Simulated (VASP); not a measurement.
# MnSi6 (Pm-3m) in VASP: further runs, part 2 of 2

VASP 6.6.1.

## (4) Single point, PBE, collinear spin, ferromagnetic start

This run uses another cell than the first one, of 31.07 Å³/atom.

Contents of INCAR:

```
SYSTEM = MnSi6
  ALGO = Normal
  EDIFF = 1E-7
  ENCUT = 520
  GGA = PE
  ISIF = 2
  ISMEAR = 0
  ISPIN = 2
  LASPH = .True.
  LCHARG = .False.
  LMAXMIX = 4
  LORBIT = 11
  LREAL = .False.
  LWAVE = .False.
  MAGMOM = 5.52 0 0 0 0 0 0
  NBANDS = 32
  NELM = 150
  PREC = Accurate
  SIGMA = 0.1
```

Contents of KPOINTS:

```
k-points
0
Gamma
  6 6 6
  0 0 0
```

Contents of POSCAR:

```
MnSi6
1.0
    6.0137447744      0.0000000000      0.0000000000
    0.0000000000      6.0137447744      0.0000000000
    0.0000000000      0.0000000000      6.0137447744
Mn Si
1 6
Direct
    0.0000000000      0.0000000000      0.0000000000
    0.2102677242      0.5000000000      0.5000000000
    0.5000000000      0.2102677242      0.5000000000
    0.7897322758      0.5000000000      0.5000000000
    0.5000000000      0.7897322758      0.5000000000
    0.5000000000      0.5000000000      0.2102677242
    0.5000000000      0.5000000000      0.7897322758
```

The run is started by

```bash
cat potpaw_PBE.64/Mn_pv/POTCAR potpaw_PBE.64/Si/POTCAR > POTCAR
mpirun -np 1 vasp_std > vasp.out
```

Run time: 21 min. Hardware: 1 thread of AMD EPYC, shared host; peak memory 0.48 GiB.

The run converged. Its results:

- Free energy: -33.1124 eV
- Pressure: 0.0 GPa
- Largest force: 0.005 eV/Å
- Net moment: 4.51 μB per cell
- Site moments: Mn +4.58; Si -0.02 μB
- Valence electrons inside the program's atomic spheres: Mn 11.18; Si 1.61

Forces on the atoms (eV/Å):
```
Mn   0.000  0.000  0.000
Si   0.005  0.000  0.000
Si   0.000  0.005  0.000
Si  -0.005  0.000  0.000
Si   0.000 -0.005  0.000
Si   0.000  0.000  0.005
Si   0.000  0.000 -0.005
```

Levels at points of the mesh, in eV from the Fermi level:
Spin up:
```tsv
k point	band 19	band 20	band 21	band 22	band 23	band 24
(0.00, 0.00, 0.00)	-1.46	0.04	0.04	0.04	0.58	0.58
(0.50, 0.00, 0.00)	-1.89	-1.74	-0.30	0.44	0.44	1.98
(0.50, 0.50, 0.00)	-2.20	-1.22	-1.00	-0.17	-0.17	2.02
(0.50, 0.50, 0.50)	-2.16	-2.16	-1.65	-0.79	2.36	2.36
```
Spin down:
| k point | band 14 | band 15 | band 16 | band 17 | band 18 | band 19 |
| --- | --- | --- | --- | --- | --- | --- |
| (0.00, 0.00, 0.00) | -0.40 | -0.09 | -0.09 | -0.09 | 0.34 | 0.34 |
| (0.50, 0.00, 0.00) | -1.81 | -1.08 | -0.65 | 0.01 | 0.01 | 0.41 |
| (0.50, 0.50, 0.00) | -2.28 | -1.34 | -0.22 | -0.22 | 0.15 | 0.38 |
| (0.50, 0.50, 0.50) | -2.24 | -2.24 | -0.87 | -0.56 | 0.42 | 0.42 |

## (5) Single point, PBE, collinear spin, ferromagnetic start

This run uses another cell than the first one, of 31.07 Å³/atom.

Contents of INCAR:

```
SYSTEM = MnSi6
PREC     = Accurate       ! precision mode
ENCUT    = 520            ! plane-wave cutoff, eV
EDIFF    = 1E-6           ! SCF threshold, eV
ISMEAR   = 0              ! smearing method
SIGMA    = 0.1            ! smearing width, eV
LREAL    = .FALSE.        ! projectors in reciprocal space
LASPH    = .TRUE.         ! aspherical terms in the spheres
NELM     = 150            ! most SCF steps
ALGO     = Normal         ! electronic algorithm
ISIF     = 2              ! what is computed and relaxed
LWAVE    = .FALSE.        ! write WAVECAR
LCHARG   = .FALSE.        ! write CHGCAR
ISPIN    = 2              ! spin polarisation
MAGMOM   = 5.5 0 0 0 0 0 0 ! initial moments
LORBIT   = 11             ! projections on sites
LMAXMIX  = 4              ! l up to which the mixer works
GGA      = PE             ! functional
NBANDS   = 32             ! bands
```

Contents of KPOINTS:

```
Automatic mesh
0
G
  6 6 6
  0 0 0
```

POSCAR is that of step 4.

Potentials or basis: VASP PAW PBE potentials, release 64 (Mn_pv, Si).

The run is started by

```bash
cat potpaw_PBE.64/Mn_pv/POTCAR potpaw_PBE.64/Si/POTCAR > POTCAR
mpirun -np 1 vasp_std > vasp.out
```

OUTCAR:

```text
SYSTEM = MnSi6
   PREC = Accurate
   ENCUT = 520
   EDIFF = 1E-6
   ISMEAR = 0
   LREAL = .FALSE.
   LASPH = .TRUE.
   NELM = 150
   ISIF = 2
   ISPIN = 2
   LORBIT = 11
   GGA = PE

 ion  position               nearest neighbor table
   1  0.000  0.000  0.000-
   2  0.210  0.500  0.500-   3 2.46   5 2.46   6 2.46   7 2.46   4 2.53
   3  0.500  0.210  0.500-   2 2.46   4 2.46   6 2.46   7 2.46   5 2.53
   4  0.790  0.500  0.500-   3 2.46   5 2.46   6 2.46   7 2.46   2 2.53
   5  0.500  0.790  0.500-   2 2.46   4 2.46   6 2.46   7 2.46   3 2.53
   6  0.500  0.500  0.210-   2 2.46   3 2.46   4 2.46   5 2.46   7 2.53
   7  0.500  0.500  0.790-   2 2.46   3 2.46   4 2.46   5 2.46   6 2.53
[... 1559 lines left out ...]
      1.26450      3.00687      3.00687         0.005352     -0.000000     -0.000000
      3.00687      1.26450      3.00687         0.000000      0.005352     -0.000000
      4.74925      3.00687      3.00687        -0.005352      0.000000      0.000000
      3.00687      4.74925      3.00687         0.000000     -0.005352      0.000000
      3.00687      3.00687      1.26450         0.000000      0.000000      0.005352
      3.00687      3.00687      4.74925         0.000000     -0.000000     -0.005352
 -----------------------------------------------------------------------------------
    total drift:                               -0.000000     -0.000000     -0.000000

  FREE ENERGIE OF THE ION-ELECTRON SYSTEM (eV)
  ---------------------------------------------------
  free  energy   TOTEN  =       -33.1123786482 eV

  energy  without entropy=      -33.0855885292  energy(sigma->0) =      -33.09898359

 total charge

# of ion       s       p       d       tot
------------------------------------------
    1        0.437   5.983   4.765  11.185
    2        0.847   0.761   0.000   1.608
    3        0.847   0.761   0.000   1.608
    4        0.847   0.761   0.000   1.608
    5        0.847   0.761   0.000   1.608
    6        0.847   0.761   0.000   1.608
    7        0.847   0.761   0.000   1.608
--------------------------------------------------
tot          5.520  10.548   4.765  20.833

 magnetization (x)

# of ion       s       p       d       tot
------------------------------------------
    1        0.108   0.001   4.473   4.581
    2       -0.003  -0.014   0.000  -0.017
    3       -0.003  -0.014   0.000  -0.017
    4       -0.003  -0.014   0.000  -0.017
    5       -0.003  -0.014   0.000  -0.017
    6       -0.003  -0.014   0.000  -0.017
    7       -0.003  -0.014   0.000  -0.017
--------------------------------------------------
tot          0.093  -0.084   4.473   4.481
```

OSZICAR:

```text
N       E                     dE             d eps       ncg     rms          rms(c)
DAV:   1     0.145061174381E+03    0.14506E+03   -0.15709E+04  2880   0.932E+02
DAV:   2    -0.255449951925E+02   -0.17061E+03   -0.16013E+03  2896   0.192E+02
DAV:   3    -0.362702562421E+02   -0.10725E+02   -0.10334E+02  3424   0.477E+01
[... 12 lines left out ...]
DAV:  16    -0.331123062749E+02   -0.16910E-03   -0.11949E-03  2992   0.152E-01    0.616E-02
DAV:  17    -0.331123737857E+02   -0.67511E-04   -0.84078E-05  2712   0.678E-02    0.381E-02
DAV:  18    -0.331123772077E+02   -0.34220E-05   -0.88670E-06  2720   0.178E-02    0.275E-02
DAV:  19    -0.331123778245E+02   -0.61682E-06   -0.22111E-05  2872   0.225E-02    0.634E-03
DAV:  20    -0.331123786482E+02   -0.82372E-06   -0.52925E-06  2664   0.109E-02
   1 F= -.33112379E+02 E0= -.33098984E+02  d E =-.267901E-01  mag=     4.5108
```

It took 19 min on 1 thread of AMD EPYC, shared host; peak memory 0.47 GiB.

Results:

* Free energy: -33.1124 eV
* Pressure: 0.0 GPa
* Largest force: 0.005 eV/Å
* Net moment: 4.51 μB per cell
* Site moments: Mn +4.58; Si -0.02 μB
* Valence electrons inside the program's atomic spheres: Mn 11.19; Si 1.61

Forces on the atoms (eV/Å):
```
Mn   0.000  0.000  0.000
Si   0.005  0.000  0.000
Si   0.000  0.005  0.000
Si  -0.005  0.000  0.000
Si   0.000 -0.005  0.000
Si   0.000  0.000  0.005
Si   0.000  0.000 -0.005
```

Levels at points of the mesh, in eV from the Fermi level:
Spin up:
| k point | band 17 | band 18 | band 19 | band 20 | band 21 | band 22 | band 23 | band 24 | band 25 | band 26 |
| --- | --- | --- | --- | --- | --- | --- | --- | --- | --- | --- |
| (0.00, 0.00, 0.00) | -2.46 | -2.46 | -1.46 | 0.04 | 0.04 | 0.04 | 0.58 | 0.58 | 0.58 | 3.25 |
| (0.50, 0.00, 0.00) | -3.17 | -2.45 | -1.89 | -1.74 | -0.29 | 0.44 | 0.44 | 1.98 | 2.22 | 2.89 |
| (0.50, 0.50, 0.00) | -3.04 | -3.04 | -2.20 | -1.22 | -1.00 | -0.16 | -0.16 | 2.02 | 2.59 | 2.60 |
| (0.50, 0.50, 0.50) | -3.26 | -3.26 | -2.16 | -2.16 | -1.65 | -0.79 | 2.36 | 2.36 | 2.36 | 2.56 |
Spin down:
```
           k point  band 14  band 15  band 16  band 17  band 18  band 19
(0.00, 0.00, 0.00)    -0.40    -0.09    -0.09    -0.09     0.33     0.33
(0.50, 0.00, 0.00)    -1.81    -1.08    -0.65     0.01     0.01     0.41
(0.50, 0.50, 0.00)    -2.28    -1.34    -0.22    -0.22     0.15     0.38
(0.50, 0.50, 0.50)    -2.24    -2.24    -0.87    -0.56     0.42     0.42
```

## (6) Relaxation of cell and atoms, PBE, collinear spin, ferromagnetic start

This run uses another cell than the first one, of 29.09 Å³/atom.

Contents of INCAR:

```
PREC = Accurate
ENCUT = 600
EDIFF = 1E-7
ISMEAR = 0
SIGMA = 0.1
LREAL = False
LASPH = True
NELM = 150
ALGO = Normal
ISIF = 3
LWAVE = False
LCHARG = False
ISPIN = 2
MAGMOM = 5.52 0 0 0 0 0 0
LORBIT = 11
LMAXMIX = 4
GGA = PE
IBRION = 2
NSW = 100
EDIFFG = -0.01
```

Contents of KPOINTS:

```
regular mesh
0
Gamma
  6 6 6
```

Contents of POSCAR:

```
MnSi6
1.0
    5.8833294383      0.0000000000      0.0000000000
    0.0000000000      5.8833294383      0.0000000000
    0.0000000000      0.0000000000      5.8833294383
Mn Si
1 6
Direct
    0.0000000000      0.0000000000      0.0000000000
    0.2040433517      0.5000000000      0.5000000000
    0.5000000000      0.2040433517      0.5000000000
    0.7959566483      0.5000000000      0.5000000000
    0.5000000000      0.7959566483      0.5000000000
    0.5000000000      0.5000000000      0.2040433517
    0.5000000000      0.5000000000      0.7959566483
```

Potentials or basis: VASP PAW PBE potentials, release 64 (Mn_pv, Si).

The run is started by

```bash
cat potpaw_PBE.64/Mn_pv/POTCAR potpaw_PBE.64/Si/POTCAR > POTCAR
mpirun -np 1 vasp_std > vasp.out
```

Wall time 57 min (1 thread of Oxide Virtual Turin-like, shared host); peak memory 0.49 GiB.

Results (log left out):

- Free energy: -33.1118 eV
- Relaxed volume: 31.01 Å³/atom
- Relaxed cell: a = 6.010 Å, b = 6.010 Å, c = 6.010 Å, α = 90.00°, β = 90.00°, γ = 90.00°
- Space group after relaxing (to 0.1 Å): Pm-3m (No. 221)
- Energy gained by relaxing: 5.4 meV/atom
- Ionic steps: 9
- Pressure after relaxing: 0.0 GPa
- Largest force after relaxing: 0.006 eV/Å
- Net moment: 4.51 μB per cell
- Site moments: Mn +4.58; Si -0.02 μB
- Valence electrons inside the program's atomic spheres: Mn 11.18; Si 1.61

Forces in eV/Å, atoms in the order of the input:
```
Mn   0.000  0.000  0.000
Si  -0.006  0.000  0.000
Si   0.000 -0.006  0.000
Si   0.006  0.000  0.000
Si   0.000  0.006  0.000
Si   0.000  0.000 -0.006
Si   0.000  0.000  0.006
```

Step by step:
| step | energy change (eV) | largest force (eV/Å) | pressure (GPa) | volume (Å³) |
| --- | --- | --- | --- | --- |
| 1 | 0.0000 | 0.0451 | 0.99 | 203.64 |
| 2 | -0.0150 | 0.1812 | -0.04 | 208.96 |
| 3 | -0.0151 | 0.1613 | 0.09 | 208.45 |
| 4 | -0.0222 | 0.1319 | 0.07 | 210.05 |
| 5 | -0.0358 | 0.0501 | 0.03 | 214.89 |
| 6 | 0.0003 | 0.4083 | -0.03 | 224.80 |
| 7 | -0.0373 | 0.0189 | 0.05 | 216.06 |
| 8 | -0.0377 | 0.0130 | 0.03 | 217.28 |
| 9 | -0.0377 | 0.0065 | 0.03 | 217.06 |

Final structure:
```
Mn Si
1.0
     6.00978    0.00000    0.00000
     0.00000    6.00978    0.00000
     0.00000    0.00000    6.00978
Mn Si
1 6
Cartesian
  0.0000 0.0000 0.0000
  1.2634 3.0049 3.0049
  3.0049 1.2634 3.0049
  4.7464 3.0049 3.0049
  3.0049 4.7464 3.0049
  3.0049 3.0049 1.2634
  3.0049 3.0049 4.7464
```

Levels at points of the mesh, in eV from the Fermi level:
Spin up:
```
           k point  band 18  band 19  band 20  band 21  band 22  band 23  band 24  band 25
(0.00, 0.00, 0.00)    -2.46    -1.46     0.04     0.04     0.04     0.58     0.58     0.58
(0.50, 0.00, 0.00)    -2.45    -1.89    -1.73    -0.30     0.44     0.44     1.98     2.23
(0.50, 0.50, 0.00)    -3.04    -2.19    -1.22    -1.00    -0.17    -0.17     2.02     2.60
(0.50, 0.50, 0.50)    -3.26    -2.15    -2.15    -1.65    -0.79     2.37     2.37     2.37
```
Spin down:
```
           k point  band 14  band 15  band 16  band 17  band 18  band 19
(0.00, 0.00, 0.00)    -0.40    -0.09    -0.09    -0.09     0.34     0.34
(0.50, 0.00, 0.00)    -1.81    -1.08    -0.65     0.01     0.01     0.41
(0.50, 0.50, 0.00)    -2.27    -1.34    -0.22    -0.22     0.16     0.38
(0.50, 0.50, 0.50)    -2.23    -2.23    -0.87    -0.56     0.42     0.42
```

## (7) Summary

```tsv
task	cell	k mesh	cutoff (eV)	gap on the mesh (eV)	pressure (GPa)	moment (μB)	relaxed volume (Å³/atom)	largest force (eV/Å)
single point	a = 5.769 Å, 7 atoms, atomic positions A	4 × 4 × 4	520	none	0.1	4.83	-	0.01
relaxation of cell and atoms	relaxed from a = 4.922 Å, 7 atoms, atomic positions B	4 × 4 × 4	600	none	0.0	4.83	27.46	-
single point	a = 6.014 Å, 7 atoms, atomic positions B	6 × 6 × 6	520	none	0.0	4.51	-	0.01
relaxation of cell and atoms	relaxed from a = 5.883 Å, 7 atoms, atomic positions C	6 × 6 × 6	600	none	0.0	4.51	31.01	0.01
```

Alike in all rows: level PBE; potentials or basis VASP PAW PBE potentials, release 64 (Mn_pv, Si); spin collinear, ferromagnetic start; smearing gaussian 0.1 eV.

Caveats: the volume moved by over 15 % at a fixed basis, so the end points are rough (at least some runs).

Total energies depend on the potentials used, so only differences within one code and one set of settings carry meaning.
